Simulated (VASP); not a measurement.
Here is a VASP 6.6.1 calculation.

INCAR

```
PREC     = Accurate       # precision mode
ENCUT    = 600            # plane-wave cutoff, eV
EDIFF    = 1E-6           # SCF threshold, eV
ISMEAR   = 0              # smearing method
SIGMA    = 0.1            # smearing width, eV
LREAL    = F              # projectors in reciprocal space
LASPH    = T              # aspherical terms in the spheres
NELM     = 80             # most SCF steps
ALGO     = Normal         # electronic algorithm
ISIF     = 3              # what is computed and relaxed
LWAVE    = F              # write WAVECAR
LCHARG   = F              # write CHGCAR
GGA      = PE             # functional
IBRION   = 2              # ionic algorithm
NSW      = 90             # ionic steps
EDIFFG   = -0.04          # ionic threshold
```

The input KPOINTS:

```
regular mesh
0
Gamma
  6 6 6
```

File POSCAR:

```
SiC
1.0
    1.5494559126      0.8945787882      3.6118276604
   -1.5494559126      0.8945787882      3.6118276604
    0.0000000000     -1.7891575764      3.6118276604
Si C
1 1
Direct
    0.8347456299      0.8347456299      0.8347456299
    0.1651956285      0.1651956285      0.1651956285
```

Potentials or basis: VASP PAW PBE potentials, release 64 (Si, C).

Launch:

```sh
$ cat potpaw_PBE.64/Si/POTCAR potpaw_PBE.64/C/POTCAR > POTCAR
$ mpirun -np 1 vasp_std > vasp.out
```

Problem. What does it give for the band gap on the k mesh?

Solution. 1.92 eV, indirect (least direct gap 2.67 eV).

Stress tensor (GPa, compression positive):
```
-0.29  0.00  0.00
 0.00 -0.29  0.00
 0.00  0.00  0.03
```

Caveat: the relaxation stopped at its first step, so nothing moved. A k mesh can miss the band edges.
